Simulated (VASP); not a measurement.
BaTiO3, 10 atoms in the cell. The structure is cubic, space group Pm-3m (No. 221). Conventional cell: a = 3.860 Å, b = 3.860 Å, c = 3.860 Å, α = 90.00°, β = 90.00°, γ = 90.00°. Ba (site symmetry m-3m) has 12 O at 2.73 Å and 8 Ti at 3.34 Å within 3.6 Å. Within 2.6 Å of Ti (site symmetry m-3m) lie 6 O at 1.93 Å. O (site symmetry 4/mmm) has 2 Ti at 1.93 Å within 2.6 Å. 

```yaml
Program: VASP 6.6.1
Task: single point
Functional: RPBE
Dispersion: D3(BJ)
Potentials_or_basis: VASP PAW PBE potentials, release 64 (Ba_sv, Ti_sv, O)
Cutoff: 520 eV
k_mesh: 7 × 7 × 6
Occupations: fermi-dirac, width 0.05 eV
Spin: no spin polarisation
Dipole_correction: no
Further_INCAR_settings: ALGO = Normal; EDIFF = 1e-07; NBANDS = 51
```

Potentials or basis: VASP PAW PBE potentials, release 64 (Ba_sv, Ti_sv, O).

Launch:

```console
$ cat potpaw_PBE.64/Ba_sv/POTCAR potpaw_PBE.64/Ti_sv/POTCAR potpaw_PBE.64/O/POTCAR > POTCAR
$ mpirun -np 1 vasp_std > vasp.out
```

Hardware: 1 thread of Oxide Virtual Turin-like Processor (shared host).

Q: How long does it take, and how much memory?

A: Wall time 16 min on 1 thread of Oxide Virtual Turin-like Processor, on a shared host, peak memory 0.52 GiB. Counts: scf iterations 18, k points 88.
